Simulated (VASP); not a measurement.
LiF: relaxation of cell and atoms with PBE

Crystal: LiF.

```
Li F
1.0
    -1.26584    1.35957    4.78987
     1.26584   -1.35957    4.78987
     1.26584    1.35957   -4.78987
Li F
2 2
Direct
  0.43866 0.43866 0.00000
  0.18825 0.18825 0.00000
  0.06134 0.56134 0.50000
  0.31175 0.81175 0.50000
```

```json
{"Program": "VASP 6.6.1", "Task": "relaxation of cell and atoms", "Functional": "PBE", "Potentials or basis": "VASP PAW PBE potentials, release 64 (Li_sv, F)", "Cutoff": "600 eV", "k mesh": "10 × 10 × 10", "Occupations": "gaussian, width 0.1 eV", "Spin": "no spin polarisation", "Dipole correction": "no", "Further INCAR settings": "ALGO = Normal; EDIFF = 1e-07; IBRION = 2; EDIFFG = -0.04; NSW = 90; ISIF = 3"}
```

| Property | Result |
| --- | --- |
| Relaxed volume | 10.72 Å³/atom |
| Relaxed cell | a = 5.437 Å, b = 5.437 Å, c = 5.437 Å, α = 150.45°, β = 147.14°, γ = 44.78° |
| Space group after relaxing (to 0.05 Å) | Imm2 (No. 44) |
| Energy gained by relaxing | 145.9 meV/atom |
| Ionic steps | 11 |
| Pressure after relaxing | 0.0 GPa |
| Largest force after relaxing | 0.021 eV/Å |
| Band gap on the k mesh | 6.64 eV, indirect (least direct gap 6.95 eV) |

Forces on the atoms (eV/Å):
```
Li   0.000  0.000 -0.003
Li   0.000  0.000  0.021
F    0.000  0.000  0.002
F    0.000  0.000 -0.019
```

Stress tensor (GPa, compression positive):
```
 0.07  0.00  0.00
 0.00  0.07  0.00
 0.00  0.00 -0.11
```

Step by step:
| step | energy change (eV) | largest force (eV/Å) | pressure (GPa) | volume (Å³) |
| --- | --- | --- | --- | --- |
| 1 | 0.0000 | 1.0035 | 21.78 | 32.97 |
| 2 | -0.4807 | 0.1256 | 4.74 | 38.60 |
| 3 | -0.4987 | 0.3695 | 0.81 | 40.90 |
| 4 | -0.5007 | 0.3198 | 1.65 | 40.35 |
| 5 | -0.5453 | 0.0804 | 0.59 | 41.44 |
| 6 | -0.5686 | 0.1916 | -0.56 | 42.89 |
| 7 | -0.5689 | 0.2222 | -0.69 | 43.07 |
| 8 | -0.5782 | 0.1629 | -0.19 | 42.87 |
| 9 | -0.5821 | 0.0835 | 0.51 | 42.59 |
| 10 | -0.5822 | 0.0910 | 0.44 | 42.62 |
| 11 | -0.5835 | 0.0210 | 0.01 | 42.88 |

Final structure:
```
Li F
1.0
    -1.38669    1.53795    5.02710
     1.38669   -1.53795    5.02710
     1.38669    1.53795   -5.02710
Li F
2 2
Direct
  0.44278 0.44278 0.00000
  0.18468 0.18468 0.00000
  0.05430 0.55430 0.50000
  0.31824 0.81824 0.50000
```

Levels at points of the mesh, in eV from the valence-band top:
| k point | band 7 | band 8 | band 9 | band 10 | band 11 | band 12 | band 13 | band 14 |
| --- | --- | --- | --- | --- | --- | --- | --- | --- |
| (0.00, 0.00, 0.00) | -0.52 | -0.51 | -0.34 | -0.30 | 6.64 | 10.16 | 13.22 | 16.75 |
| (0.50, 0.00, 0.00) | -1.25 | -0.70 | -0.47 | -0.18 | 8.55 | 11.23 | 13.56 | 14.32 |
| (0.00, 0.50, 0.00) | -1.79 | -0.74 | -0.60 | 0.00 | 10.67 | 11.78 | 12.99 | 14.82 |
| (0.50, 0.50, 0.00) | -1.86 | -1.57 | -0.82 | -0.68 | 9.05 | 12.00 | 14.26 | 14.55 |
| (0.50, 0.50, 0.50) | -1.09 | -0.65 | -0.21 | -0.18 | 7.59 | 8.74 | 15.10 | 16.90 |

Wall time 29 min on 1 thread of Intel(R) Xeon(R) Platinum 8259CL CPU @ 2.50GHz (Skylake/Cascade Lake) (shared host), peak memory 0.31 GiB.

Caveat: the cutoff is under 1.25 times the usual one of these potentials, so pressure, stress and relaxed cells hold a basis-set (Pulay) error; the volume moved by over 15 % at a fixed basis, so the end points are rough. A k mesh can miss the band edges.
